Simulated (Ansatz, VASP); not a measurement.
**MgS in VASP and in Ansatz**

The input INCAR:

```
SYSTEM = MgS
  PREC = Accurate
  ENCUT = 520
  EDIFF = 1E-6
  ISMEAR = -1
  SIGMA = 0.02
  LREAL = Auto
  LASPH = .TRUE.
  NELM = 80
  ALGO = Normal
  ISIF = 2
  LWAVE = .FALSE.
  LCHARG = .FALSE.
  GGA = PE
  NBANDS = 46
```

File KPOINTS:

```
regular mesh
0
G
  4 4 4
  0 0 0
```

File POSCAR:

```
MgS
1.0
   -2.0173112034      3.4940854990     -6.4322941800
   -2.0173112034      3.4940854990      6.4322941800
    8.0692448136      0.0000000000      0.0000000000
Mg S
8 8
Direct
    0.9180312677      0.4149254568      0.3278385314
    0.4141020843      0.9155281475      0.3263120406
    0.9236522120      0.4220879554      0.8271612208
    0.4227333461      0.9078788201      0.8310444658
    0.8303041454      0.8345311555      0.1581617750
    0.3503933476      0.3420331992      0.1710972549
    0.8404314254      0.8428561212      0.6755482866
    0.3236270008      0.3212503655      0.6694779866
    0.1486545739      0.5257836857      0.1655972499
    0.6392864262      0.0208304478      0.1643282284
    0.1324266569      0.5075397823      0.6532154479
    0.6441269628      0.0273220869      0.6672219916
    0.7298472311      0.6112219158      0.3411191280
    0.2256152472      0.0996978511      0.3410322957
    0.7233326343      0.6036920326      0.8300328769
    0.2349619508      0.1071883732      0.8475799445
```

Input for Ansatz:

```yaml
crystal:
  lattice:
    - [-2.0173112034, 3.494085499, -6.43229418]
    - [-2.0173112034, 3.494085499, 6.43229418]
    - [8.0692448136, 0.0, 0.0]
  atoms:
    - { symbol: Mg, position: [0.9180312677, 0.4149254568, 0.3278385314] }
    - { symbol: Mg, position: [0.4141020843, 0.9155281475, 0.3263120406] }
    - { symbol: Mg, position: [0.923652212, 0.4220879554, 0.8271612208] }
    - { symbol: Mg, position: [0.4227333461, 0.9078788201, 0.8310444658] }
    - { symbol: Mg, position: [0.8303041454, 0.8345311555, 0.158161775] }
    - { symbol: Mg, position: [0.3503933476, 0.3420331992, 0.1710972549] }
    - { symbol: Mg, position: [0.8404314254, 0.8428561212, 0.6755482866] }
    - { symbol: Mg, position: [0.3236270008, 0.3212503655, 0.6694779866] }
    - { symbol: S, position: [0.1486545739, 0.5257836857, 0.1655972499] }
    - { symbol: S, position: [0.6392864262, 0.0208304478, 0.1643282284] }
    - { symbol: S, position: [0.1324266569, 0.5075397823, 0.6532154479] }
    - { symbol: S, position: [0.6441269628, 0.0273220869, 0.6672219916] }
    - { symbol: S, position: [0.7298472311, 0.6112219158, 0.341119128] }
    - { symbol: S, position: [0.2256152472, 0.0996978511, 0.3410322957] }
    - { symbol: S, position: [0.7233326343, 0.6036920326, 0.8300328769] }
    - { symbol: S, position: [0.2349619508, 0.1071883732, 0.8475799445] }
basis:
  ecutwfc: 420
kpoints:
  mp_grid: { grid: [4, 4, 4] }
hamiltonian:
  xc: pbe
scf:
  occupations: { method: fermi_dirac, width: 0.02 }
output:
  forces: true
  stress: true
  eigenvalues: true
  populations: true
  write_density: true
  write_potential: true
  elf: true
  volumetric_format: npy
```

Alike in both runs: task single point; functional PBE; k mesh 4 × 4 × 4; occupations fermi-dirac, width 0.02 eV; no spin polarisation.

|  | VASP | Ansatz |
| --- | --- | --- |
| version | VASP 6.6.1 | Ansatz 0.2.0 |
| potentials or method | VASP PAW PBE potentials, release 64 (Mg, S), cutoff 520 eV | scalar-relativistic, plane waves, PAW |
| valence electrons in the cell | 64 | 128 |

VASP gave:

- gap on the k mesh at the Fermi level (eV): 3.42
- least direct gap on the mesh (eV): 3.42
- pressure (GPa): 1.0
- traceless stress, the component that is largest in VASP (GPa): 0.39
- rms of the force components (eV/Å): 0.248

Question: What did Ansatz give for the same quantities?

Answer: gap on the k mesh at the Fermi level (eV): 3.42; least direct gap on the mesh (eV): 3.42; pressure (GPa): 1.2; traceless stress, the component that is largest in VASP (GPa): 0.39; rms of the force components (eV/Å): 0.248.

Atom by atom the forces differ by 0.001 eV/Å (rms over components). VASP's potentials hold 64 valence electrons a cell and Ansatz's 128, so a difference there can come from the potentials and not from the codes.
